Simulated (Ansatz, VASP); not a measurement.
# One calculation of Ba, two programs

File INCAR:

```
SYSTEM = Ba
PREC     = Accurate       ! precision mode
ENCUT    = 520            ! plane-wave cutoff, eV
EDIFF    = 1E-8           ! SCF threshold, eV
ISMEAR   = -1             ! smearing method
SIGMA    = 0.03           ! smearing width, eV
LREAL    = .FALSE.        ! projectors in reciprocal space
LASPH    = .TRUE.         ! aspherical terms in the spheres
NELM     = 100            ! most SCF steps
ALGO     = Normal         ! electronic algorithm
ISIF     = 2              ! what is computed and relaxed
LWAVE    = .FALSE.        ! write WAVECAR
LCHARG   = .FALSE.        ! write CHGCAR
GGA      = PS             ! functional
LEFG     = .TRUE.       
NBANDS   = 17             ! bands
```

The input KPOINTS:

```
Automatic mesh
0
G
  9 9 5
  0 0 0
```

File POSCAR:

```
Ba
1.0
    3.5190753799     -2.4659614929      0.0000000000
    3.5190753799      2.4659614929      0.0000000000
    0.0000000000      0.0000000000      7.0445169645
Ba
2
Direct
    0.7467739700      0.2532260300      0.2500000000
    0.2532260300      0.7467739700      0.7500000000
```

Input for Ansatz:

```yaml
crystal:
  lattice:
    - [3.5190753799, -2.4659614929, 0.0]
    - [3.5190753799, 2.4659614929, 0.0]
    - [0.0, 0.0, 7.0445169645]
  atoms:
    - { symbol: Ba, position: [0.74677397, 0.25322603, 0.25] }
    - { symbol: Ba, position: [0.25322603, 0.74677397, 0.75] }
kpoints:
  mp_grid: { grid: [9, 9, 5] }
scf:
  occupations: { method: fermi_dirac, width: 0.03 }
hamiltonian:
  xc: pbesol
  pseudopotentials: { kind: paw }
output:
  forces: true
  stress: true
  eigenvalues: true
  efg: { contact_densities: true }
```

Change from the starting cell: volume scaled by 0.9405, PAW files.

Alike in both runs: task electric field gradients; functional PBEsol; k mesh 9 × 9 × 5; occupations fermi-dirac, width 0.03 eV; no spin polarisation.

|  | VASP | Ansatz |
| --- | --- | --- |
| version | VASP 6.6.1 | Ansatz 0.2.0 |
| potentials or method | VASP PAW PBE potentials, release 64 (Ba_sv) | PAW with Ansatz's default frozen-core files, scalar-relativistic |
| plane-wave cutoff (eV) | 520 | 420 |
| valence electrons in the cell | 20 | 20 |

```csv
,VASP,Ansatz,Ansatz less VASP
pressure (GPa),-0.3,-0.4,-0.06
rms of the force components (eV/Å),0.012,0.012,-0.0001
size of Vzz on the site where it differs most (V/Å²),2.2,2.2,-0.01
```

VASP's potentials were made for PBE, not for PBEsol. Atom by atom the forces differ by 0.000 eV/Å (rms over components). The functional is the same, so the differences come from potentials, cutoffs and numerics.

Spin-orbit coupling is off throughout.
